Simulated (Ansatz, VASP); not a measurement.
**HfO2 in VASP and in Ansatz**

```
Hf O
1.0
     5.34603    0.00000    0.00000
     0.00000    5.11927    0.00000
     0.00000    0.00000    5.15159
Hf O
4 8
Direct
  0.03259 0.26630 0.24001
  0.46741 0.26630 0.74001
  0.53259 0.73370 0.24001
  0.96741 0.73370 0.74001
  0.36542 0.06762 0.38315
  0.13458 0.06762 0.88315
  0.72922 0.46279 0.48984
  0.77078 0.46279 0.98984
  0.27078 0.53721 0.98984
  0.22922 0.53721 0.48984
  0.86542 0.93238 0.38315
  0.63458 0.93238 0.88315
```

Alike in both runs: task single point; functional PBE; k mesh 4 × 4 × 4; no spin polarisation.

```csv
,VASP,Ansatz
version,VASP 6.6.1,Ansatz 0.2.0
potentials or method,"VASP PAW PBE potentials, release 64 (Hf_pv, O)","plane waves, PAW"
plane-wave cutoff (eV),520,420
occupations,"gaussian, width 0.01 eV",fixed
valence electrons in the cell,88,152
```

```csv
,VASP,Ansatz,Ansatz less VASP
gap on the k mesh at the Fermi level (eV),4.25,4.30,+0.050
pressure (GPa),-9.6,-6.6,+2.95
"traceless stress, the component that is largest in VASP (GPa)",-0.36,-0.33,+0.036
rms of the force components (eV/Å),0.077,0.055,-0.0221
```

Atom by atom the forces differ by 0.025 eV/Å (rms over components). VASP's potentials hold 88 valence electrons a cell and Ansatz's 152, so a difference there can come from the potentials and not from the codes.

Spin-orbit coupling is off throughout.
